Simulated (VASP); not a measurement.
# Si (P6_222) in VASP: further runs

Runs on Si. Level: PBE. Tasks: single point.

All numbers are computed with VASP 6.6.1; they aren't measurements. Logs are shortened: lines on timing, memory, paths and dates and some standing lists are left out, and cuts for length are marked.

### 1 The cell of the first run

Symmetry: P6_222, No. 180, hexagonal system. The conventional cell has a = 3.905 Å, b = 3.905 Å, c = 4.116 Å, α = 90.00°, β = 90.00°, γ = 120.00°. Si (site symmetry 222) has 4 Si at 2.39 Å within 3.2 Å.

### 2 Single point, PBE

The input, INCAR:

```
SYSTEM = Si
  PREC = Accurate
  ENCUT = 520
  EDIFF = 1E-6
  ISMEAR = 0
  SIGMA = 0.1
  LREAL = .FALSE.
  LASPH = .TRUE.
  NELM = 60
  ALGO = Normal
  ISIF = 2
  LWAVE = .FALSE.
  LCHARG = .FALSE.
  GGA = PE
  NBANDS = 13
```

The input, KPOINTS:

```
Automatic mesh
0
G
  6 6 4
  0 0 0
```

The input, POSCAR:

```
Si
1.0
    3.9045781155      0.0000000000      0.0000000000
   -1.9522890577      3.3814638391      0.0000000000
    0.0000000000      0.0000000000      4.1164455971
Si
3
Direct
    0.0000000000      0.5000000000      0.6666666667
    0.5000000000      0.5000000000      0.3333333333
    0.5000000000      0.0000000000      0.0000000000
```

Potentials or basis: VASP PAW PBE potentials, release 64 (Si).

The run is started by

```
> cat potpaw_PBE.64/Si/POTCAR > POTCAR
> mpirun -np 1 vasp_std > vasp.out
```

OUTCAR:

```text
SYSTEM = Si
   PREC = Accurate
   ENCUT = 520
   EDIFF = 1E-6
   ISMEAR = 0
   LREAL = .FALSE.
   LASPH = .TRUE.
   NELM = 60
   ISIF = 2
   GGA = PE

 ion  position               nearest neighbor table
   1  0.000  0.500  0.667-   3 2.39   3 2.39   2 2.39   2 2.39
   2  0.500  0.500  0.333-   3 2.39   3 2.39   1 2.39   1 2.39
   3  0.500  0.000  0.000-   2 2.39   2 2.39   1 2.39   1 2.39

  LATTYP: Found a hexagonal cell.
 ALAT       =     3.9045781155
 C/A-ratio  =     1.0542612993

  Lattice vectors:

 A1 = (   3.9045781155,   0.0000000000,   0.0000000000)
 A2 = (  -1.9522890577,   3.3814638391,   0.0000000000)
 A3 = (   0.0000000000,   0.0000000000,   4.1164455971)

Analysis of symmetry for initial positions (statically):
=====================================================================
 Subroutine PRICEL returns:
 Original cell was already a primitive cell.

 Routine SETGRP: Setting up the symmetry group for a
 hexagonal supercell.

 Subroutine GETGRP returns: Found 12 space group operations
 (whereof  4 operations were pure point group operations)
 out of a pool of 24 trial point group operations.

The static configuration has the point symmetry D_2 .
 The point group associated with its full space group is D_6 .

Analysis of symmetry for dynamics (positions and initial velocities):
=====================================================================
 Subroutine PRICEL returns:
 Original cell was already a primitive cell.

 Routine SETGRP: Setting up the symmetry group for a
 hexagonal supercell.

 Subroutine GETGRP returns: Found 12 space group operations
 (whereof  4 operations were pure point group operations)
 out of a pool of 24 trial point group operations.

The dynamic configuration has the point symmetry D_2 .
 The point group associated with its full space group is D_6 .

 Subroutine INISYM returns: Found 12 space group operations
 (whereof  4 operations are pure point group operations),
 and found     1 'primitive' translations

----------------------------------------------------------------------------------------

                                     Primitive cell

  volume of cell :      54.3502

  direct lattice vectors                    reciprocal lattice vectors
     3.904578116  0.000000000  0.000000000     0.256109616  0.147864955  0.000000000
    -1.952289058  3.381463839  0.000000000     0.000000000  0.295729911  0.000000000
     0.000000000  0.000000000  4.116445597     0.000000000  0.000000000  0.242928025

  length of vectors
     3.904578116  3.904578115  4.116445597     0.295729911  0.295729911  0.242928025

  position of ions in fractional coordinates (direct lattice)
     1.000000000  0.500000000  0.666666667
     0.500000000  0.500000000  0.333333333
     0.500000000  0.000000000  0.000000000

  ion indices of the primitive-cell ions
   primitive index   ion index
                 1           1
                 2           2
                 3           3

----------------------------------------------------------------------------------------

 KPOINTS: Automatic mesh

Automatic generation of k-mesh.
 Grid dimensions read from file:
 generate k-points for:    6    6    4

 Generating k-lattice:

  Cartesian coordinates                     Fractional coordinates (reciprocal lattice)
     0.042684936  0.024644159  0.000000000     0.166666667  0.000000000  0.000000000
     0.000000000  0.049288318  0.000000000     0.000000000  0.166666667  0.000000000
     0.000000000  0.000000000  0.060732006     0.000000000  0.000000000  0.250000000

  Length of vectors
     0.049288318  0.049288318  0.060732006

  Shift w.r.t. Gamma in fractional coordinates (k-lattice)
     0.000000000  0.000000000  0.000000000

 Subroutine IBZKPT returns following result:
 ===========================================

 Found     21 irreducible k-points:

 Following reciprocal coordinates:
            Coordinates               Weight
  0.000000  0.000000  0.000000      1.000000
  0.166667  0.000000  0.000000      6.000000
  0.333333  0.000000  0.000000      6.000000
  0.500000  0.000000  0.000000      3.000000
  0.166667  0.166667  0.000000      6.000000
  0.333333  0.166667  0.000000     12.000000
[... 13 lines left out ...]
  0.333333  0.166667  0.500000     12.000000
  0.333333  0.333333  0.500000      2.000000
   k-points           NKPTS =     21   k-points in BZ     NKDIM =     21   number of bands    NBANDS=     13
   number of dos      NEDOS =    301   number of ions     NIONS =      3
   total plane-waves  NPLWV =  28800
   dimension x,y,z NGX =    30 NGY =   30 NGZ =   32
   dimension x,y,z NGXF=    60 NGYF=   60 NGZF=   64
   ions per type =               3
   NGX,Y,Z   is equivalent  to a cutoff of  12.77, 12.77, 12.92 a.u.
   NGXF,Y,Z  is equivalent  to a cutoff of  25.55, 25.55, 25.85 a.u.
 SYSTEM =  Si
   PREC   = accura    normal or accurate (medium, high low for compatibility)
   ISTART =      0    job   : 0-new  1-cont  2-samecut
   ICHARG =      2    charge: 1-file 2-atom 10-const
   ISPIN  =      1    spin polarized calculation?
   LNONCOLLINEAR =      F non collinear calculations
   LSORBIT =      F    spin-orbit coupling
   LASPH  =      T    aspherical Exc in radial PAW
   ENCUT  =  520.0 eV  38.22 Ry    6.18 a.u.   7.26  7.26  7.65*2*pi/ulx,y,z
   NELM   =     60;   NELMIN=  2; NELMDL= -5     # of ELM steps
   EDIFF  = 0.1E-05   stopping-criterion for ELM
   LREAL  =      F    real-space projection
   EDIFFG = 0.1E-04   stopping-criterion for IOM
   NSW    =      0    number of steps for IOM
   IBRION =     -1    ionic relax: 0-MD 1-quasi-New 2-CG
   NFREE  =      0    steps in history (QN), initial steepest desc. (CG)
   ISIF   =      2    stress and relaxation
   ISYM   =      2    0-nonsym 1-usesym 2-fastsym
   POTIM  = 0.5000    time-step for ionic-motion
   TEBEG  =    0.0;   TEEND  =   0.0 temperature during run
   PSTRESS=    0.0 pullay stress
   NELECT =      12.0000    total number of electrons
   NUPDOWN=      -1.0000    fix difference up-down
   EMIN   =  10.00;   EMAX   =-10.00  energy-range for DOS
   EFERMI =   0.00;   METHOD = LEGACY
   ISMEAR =     0;   SIGMA  =   0.10  broadening in eV -4-tet -1-fermi 0-gaus
   EFERMI_NEDOS =   21; number of points for ismear=-14 and -15
   IALGO  =     38    algorithm
   IMIX   =      4    mixing-type and parameters
     AMIX     =   0.40;   BMIX     =  1.00
     AMIX_MAG =   1.60;   BMIX_MAG =  1.00
  volume/ion in A,a.u.               =      18.12       122.26
  Fermi-wavevector in a.u.,A,eV,Ry     =   0.989467  1.869822 13.320726  0.979046
  Thomas-Fermi vector in A             =   2.121068
   LORBIT       =      0    0 simple, 1 ext, 2 COOP (PROOUT), +10 PAW based schemes
   GGA     = PE    functional components
   LHFCALC =     F    Hartree Fock is set to
   AEXX    =    0.0000 exact exchange contribution
   IVDW    =     0    specifies the selected vdW correction
   LEPSILON=     F    determine dielectric tensor
   LRPA    =     F    only Hartree local field effects (RPA)
 non-spin polarized calculation
 Gauss-broadening in eV      SIGMA  =   0.10
  energy-cutoff  :      520.00
  volume of cell :       54.35
 maximum number of plane-waves:      1480
 NGX is ok and might be reduce to    30
   NGX = 15   NGY = 15   NGZ = 15

 number of electron      12.0000000 magnetization

 Free energy of the ion-electron system (eV)
  ---------------------------------------------------
  ext. energy  EPLUGINS =         0.00000000
  ---------------------------------------------------
  free energy    TOTEN  =       -15.65358786 eV

  energy without entropy =      -15.65211326  energy(sigma->0) =      -15.65285056

 E-fermi :   7.1900     XC(G=0): -10.0252

 val. band max:        6.8336720353   @ k =   0.0000   0.0000   0.5000
 cond. band min:       7.2552761799   @ k =   0.5000   0.0000   0.5000
 fundamental gap:      0.4216041445
 Fermi energy:         7.1900257426

 k-point     1 :       0.0000    0.0000    0.0000
  band No.  band energies     occupation
      1      -5.5877      2.00000
      2       2.1581      2.00000
      3       2.1581      2.00000
      4       3.9604      2.00000
      5       6.5530      2.00000
      6       6.5530      2.00000
      7       8.1646      0.00000
      8       8.1646      0.00000
      9      10.8598      0.00000
     10      12.2673      0.00000
     11      12.2673      0.00000
     12      12.9658      0.00000
     13      14.7651      0.00000

 k-point     2 :       0.1667    0.0000    0.0000
  band No.  band energies     occupation
      1      -5.2672      2.00000
      2       1.5831      2.00000
      3       2.3419      2.00000
      4       3.5407      2.00000
      5       5.3411      2.00000
      6       5.7463      2.00000
      7       9.2775      0.00000
      8      10.0380      0.00000
      9      10.8918      0.00000
     10      10.9439      0.00000
     11      12.3028      0.00000
     12      13.1406      0.00000
     13      13.7752      0.00000

 k-point     3 :       0.3333    0.0000    0.0000
  band No.  band energies     occupation
      1      -4.3402      2.00000
      2      -0.3974      2.00000
      3       2.7130      2.00000
      4       3.9492      2.00000
      5       4.4092      2.00000
      6       5.2217      2.00000
      7       8.3026      0.00000
      8       8.8770      0.00000
      9      11.4015      0.00000
     10      12.5408      0.00000
     11      12.6248      0.00000
     12      13.4020      0.00000
     13      13.7411      0.00000
[... 257 lines left out ...]
 k-point    20 :       0.3333    0.1667    0.5000
  band No.  band energies     occupation
      1      -1.9223      2.00000
      2      -1.3555      2.00000
      3       0.3668      2.00000
      4       1.7761      2.00000
      5       3.6833      2.00000
      6       4.3265      2.00000
      7       9.4163      0.00000
      8       9.6790      0.00000
      9      12.4865      0.00000
     10      13.1684      0.00000
     11      14.7154      0.00000
     12      15.0842      0.00000
     13      16.1771      0.00000

 k-point    21 :       0.3333    0.3333    0.5000
  band No.  band energies     occupation
      1      -1.4257      2.00000
      2      -0.3862      2.00000
      3      -0.3862      2.00000
      4       1.2568      2.00000
      5       3.0668      2.00000
      6       3.0668      2.00000
      7      12.0179      0.00000
      8      12.0179      0.00000
      9      12.1430      0.00000
     10      12.3701      0.00000
     11      13.5058      0.00000
     12      13.5058      0.00000
     13      17.0429      0.00000

------------------------ aborting loop because EDIFF is reached ----------------------------------------

  FORCE on cell =-STRESS in cart. coord.  units (eV):
  Direction    XX          YY          ZZ          XY          YZ          ZX
  --------------------------------------------------------------------------------------
  -------------------------------------------------------------------------------------
  Total       -0.0374130     -0.0374130     -0.1377114     -0.0000000     -0.0000000     -0.0000000
  in kB       -1.1028906     -1.1028906     -4.0595638     -0.0000000     -0.0000000     -0.0000000
  external PRESSURE =      -2.0884484 kB  Pullay stress =       0.0000000 kB

 VOLUME and BASIS-vectors are now :
 -----------------------------------------------------------------------------
  energy-cutoff  :      520.00
  volume of cell :       54.35
      direct lattice vectors                 reciprocal lattice vectors
     3.904578116  0.000000000  0.000000000     0.256109616  0.147864955  0.000000000
    -1.952289058  3.381463839  0.000000000     0.000000000  0.295729911  0.000000000
     0.000000000  0.000000000  4.116445597     0.000000000  0.000000000  0.242928025

 POSITION                                       TOTAL-FORCE (eV/Angst)
 -----------------------------------------------------------------------------------
     -0.97614      1.69073      2.74430         0.000000      0.000000     -0.000000
      0.97614      1.69073      1.37215         0.000000     -0.000000      0.000000
      1.95229      0.00000      0.00000         0.000000     -0.000000     -0.000000
 -----------------------------------------------------------------------------------
    total drift:                               -0.000000     -0.000000      0.000000

  FREE ENERGIE OF THE ION-ELECTRON SYSTEM (eV)
  ---------------------------------------------------
  free  energy   TOTEN  =       -15.6535878587 eV

  energy  without entropy=      -15.6521132613  energy(sigma->0) =      -15.65285056
```

It took 16 s on 1 thread of AMD EPYC 7R43 (Zen 3), shared host; peak memory 0.12 GiB.

What came out:

```
Free energy            : -15.6536 eV
Pressure               : -0.2 GPa
Band gap on the k mesh : zero (band 6 reaches 7.44 eV, above the bottom of band 7 at 7.26 eV)
```

Stress tensor (GPa, compression positive):
```
-0.11  0.00  0.00
 0.00 -0.11  0.00
 0.00  0.00 -0.41
```

Levels at points of the mesh, in eV from the Fermi level:
```csv
k point,band 2,band 3,band 4,band 5,band 6,band 7,band 8,band 9,band 10,band 11
"(0.00, 0.00, 0.00)",-5.03,-5.03,-3.23,-0.64,-0.64,0.97,0.97,3.67,5.08,5.08
"(0.50, 0.00, 0.00)",-9.09,-4.32,-3.09,-2.73,-1.82,0.07,0.61,4.37,5.01,5.70
"(0.00, 0.00, 0.50)",-10.73,-1.59,-1.59,-0.36,0.25,1.66,2.41,2.41,2.65,2.65
"(0.50, 0.00, 0.50)",-7.94,-7.76,-5.78,-2.10,-1.67,0.07,0.61,6.55,7.31,8.34
```

Caveat: the k points lie up to 0.38 Å⁻¹ apart.

### 3 Single point, PBE

The input, INCAR:

```
SYSTEM = Si
ALGO = Normal
EDIFF = 1E-6
ENCUT = 520
GGA = PE
ISIF = 2
ISMEAR = 0
LASPH = .True.
LCHARG = .False.
LREAL = .False.
LWAVE = .False.
NBANDS = 13
NELM = 60
PREC = Accurate
SIGMA = 0.1
```

The input, KPOINTS:

```
k-points
0
Gamma
  12 12 12
  0 0 0
```

The input, POSCAR:

```
Si
1.0
    3.9052280209      0.0000000000      0.0000000000
   -1.9526140104      3.3820266737      0.0000000000
    0.0000000000      0.0000000000      4.1169275560
Si
3
Direct
    0.0000000000      0.5000000000      0.6666666667
    0.5000000000      0.5000000000      0.3333333333
    0.5000000000      0.0000000000      0.0000000000
```

Potentials or basis: VASP PAW PBE potentials, release 64 (Si).

The run is started by

```
> cat potpaw_PBE.64/Si/POTCAR > POTCAR
> mpirun -np 1 vasp_std > vasp.out
```

It took 76 s on 1 thread of AMD EPYC 7R43 (Zen 3), shared host; peak memory 0.17 GiB.

Results (log left out):

| Item | Value |
| --- | --- |
| Free energy | -15.6678 eV |
| Pressure | -0.1 GPa |
| Band gap on the k mesh | zero (band 6 reaches 7.44 eV, above the bottom of band 7 at 7.25 eV) |

Levels at points of the mesh, in eV from the Fermi level:
```csv
k point,band 3,band 4,band 5,band 6,band 7,band 8,band 9,band 10
"(0.00, 0.00, 0.00)",-5.08,-3.28,-0.69,-0.69,0.92,0.92,3.62,5.03
"(0.50, 0.00, 0.00)",-4.37,-3.14,-2.77,-1.87,0.02,0.56,4.31,4.96
"(0.00, 0.00, 0.50)",-1.64,-1.64,-0.41,0.20,1.61,2.36,2.36,2.60
"(0.50, 0.00, 0.50)",-7.81,-5.83,-2.15,-1.72,0.01,0.56,6.50,7.25
```
